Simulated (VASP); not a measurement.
Al3InAs4, 8 atoms in the cell. Symmetry: I-42m, No. 121, tetragonal system. Conventional cell: a = 5.837 Å, b = 5.837 Å, c = 11.657 Å, α = 90.00°, β = 90.00°, γ = 90.00°. Al (site symmetry -42m) has 4 As at 2.48 Å within 3.3 Å. Within 3.3 Å of Al (site symmetry -4) lie 4 As at 2.49 Å. Within 3.5 Å of In (site symmetry -42m) lie 4 As at 2.65 Å. As (site symmetry m) has 3 Al at 2.48 to 2.49 Å and 1 In at 2.65 Å within 3.3 Å. 

| Item | Value |
| --- | --- |
| Program | VASP 6.6.1 |
| Task | single point |
| Functional | PBE |
| Potentials or basis | VASP PAW PBE potentials, release 64 (Al, In_d, As) |
| Cutoff | 520 eV |
| k mesh | 8 × 8 × 8 |
| Occupations | gaussian, width 0.02 eV |
| Spin | no spin polarisation |
| Dipole correction | no |
| Further INCAR settings | ALGO = Normal; EDIFF = 1e-06; NBANDS = 31 |

Potentials or basis: VASP PAW PBE potentials, release 64 (Al, In_d, As).

Run with:

```sh
$ cat potpaw_PBE.64/Al/POTCAR potpaw_PBE.64/In_d/POTCAR potpaw_PBE.64/As/POTCAR > POTCAR
$ mpirun -np 1 vasp_std > vasp.out
```

Hardware: 1 thread of AMD EPYC 7R13 Processor (Zen 3), on a shared host.

Task: Estimate the wall time of this run.

Result: Wall time 15 min on 1 thread of AMD EPYC 7R13 Processor (Zen 3), with other jobs on the host, peak memory 0.6 GiB. Counts: scf iterations 13, k points 59.
